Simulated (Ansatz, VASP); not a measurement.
**BaTe in VASP and in Ansatz**

INCAR

```
SYSTEM = BaTe
PREC = Accurate ; ENCUT = 520
EDIFF = 1E-6 ; ISMEAR = 0
SIGMA = 0.05 ; LREAL = .FALSE.
LASPH = .TRUE. ; NELM = 100
ALGO = Normal ; ISIF = 2
LWAVE = .FALSE. ; LCHARG = .TRUE.
LELF = .TRUE. ; LVHAR = .TRUE.
NBANDS = 15
```

Contents of KPOINTS:

```
regular mesh
0
G
  6 6 6
  0 0 0
```

Contents of POSCAR:

```
BaTe
1.0
    4.2624660000      0.0000000000      0.0000000000
    0.0000000000      4.2624660000      0.0000000000
    0.0000000000      0.0000000000      3.9427810500
Ba Te
1 1
Direct
    0.0000000000      0.0000000000      0.0000000000
    0.5000000000      0.5000000000      0.5000000000
```

Input for Ansatz:

```yaml
crystal:
  lattice:
    - [4.262466, 0.0, 0.0]
    - [0.0, 4.262466, 0.0]
    - [0.0, 0.0, 3.94278105]
  atoms:
    - { symbol: Ba, position: [0.0, 0.0, 0.0] }
    - { symbol: Te, position: [0.5, 0.5, 0.5] }
basis:
  ecutwfc: 420
kpoints:
  mp_grid: { grid: [6, 6, 6] }
hamiltonian:
  xc: lda
scf:
  occupations: { method: gaussian, width: 0.05 }
output:
  forces: true
  stress: true
  eigenvalues: true
```

Change from the starting cell: strain -0.0750 x Voigt [0, 0, 1, 0, 0, 0], atoms carried along.

Alike in both runs: task single point; functional LDA; k mesh 6 × 6 × 6; occupations gaussian, width 0.05 eV; no spin polarisation.

```csv
,VASP,Ansatz
version,VASP 6.6.1,Ansatz 0.2.0
potentials or method,"VASP PAW LDA potentials, release 64 (Ba_sv, Te), cutoff 520 eV","scalar-relativistic, plane waves, PAW"
valence electrons in the cell,16,26
```

Ansatz gave:

```
pressure (GPa)                                                : -1.0
traceless stress, the component that is largest in VASP (GPa) : 4.06
```

Problem. What did VASP give for the same quantities?

Solution. Pressure (GPa): -0.4; traceless stress, the component that is largest in VASP (GPa): 3.97.

LDA's correlation is that of Perdew and Zunger in VASP and of Perdew and Wang (1992) in Ansatz. VASP's potentials hold 16 valence electrons a cell and Ansatz's 26, so a difference there can come from the potentials and not from the codes.

Neither program's run includes spin-orbit coupling.
